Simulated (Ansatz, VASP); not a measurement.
**One calculation of Pd, two programs**

The input INCAR:

```
SYSTEM = Pd
  PREC = Accurate
  ENCUT = 600
  EDIFF = 1E-7
  ISMEAR = 0
  SIGMA = 0.01
  LREAL = .False.
  LASPH = .True.
  NELM = 80
  ALGO = Normal
  ISIF = 3
  LWAVE = .False.
  LCHARG = .False.
  IBRION = 2
  NSW = 80
  EDIFFG = -0.01
```

KPOINTS

```
regular mesh
0
Gamma
  13 13 13
  0 0 0
```

File POSCAR:

```
Pd
1.0
   -1.5722810000      1.5722810000      1.5722810000
    1.5722810000     -1.5722810000      1.5722810000
    1.5722810000      1.5722810000     -1.5722810000
Pd
1
Direct
    0.0000000000      0.0000000000      0.0000000000
```

Input for Ansatz:

```yaml
crystal:
  lattice:
    - [-1.572281, 1.572281, 1.572281]
    - [1.572281, -1.572281, 1.572281]
    - [1.572281, 1.572281, -1.572281]
  atoms:
    - { symbol: Pd, position: [0.0, 0.0, 0.0] }
kpoints:
  mp_grid:
    grid: [13, 13, 13]
    shift: [0.0, 0.0, 0.0]
hamiltonian:
  xc: lda
  dispersion: none
scf:
  convergence:
    dr2_threshold: 1.0e-09
  lower_state_search: "off"
  occupations:
    method: gaussian
    width: 0.01
relax:
  cell: {}
```

Alike in both runs: task relaxation of cell and atoms; functional LDA; k mesh 13 × 13 × 13; occupations gaussian, width 0.01 eV; no spin polarisation.

|  | VASP | Ansatz |
| --- | --- | --- |
| version | VASP 6.6.1 | Ansatz 0.2.0 |
| potentials or method | VASP PAW LDA potentials, release 64 (Pd) | plane waves, PAW |
| plane-wave cutoff (eV) | 600 | 420 |
| valence electrons in the cell | 10 | 18 |

|  | VASP | Ansatz | Ansatz less VASP |
| --- | --- | --- | --- |
| relaxed volume (Å³/atom) | 14.27 | 14.25 | -0.017 |
| relaxed cell length with the largest relative difference (Å) | 2.647 | 2.646 | -0.0011 |

LDA's correlation is that of Perdew and Zunger in VASP and of Perdew and Wang (1992) in Ansatz. VASP's potentials hold 10 valence electrons a cell and Ansatz's 18, so a difference there can come from the potentials and not from the codes. Ansatz's warnings: stress scf threshold loose.
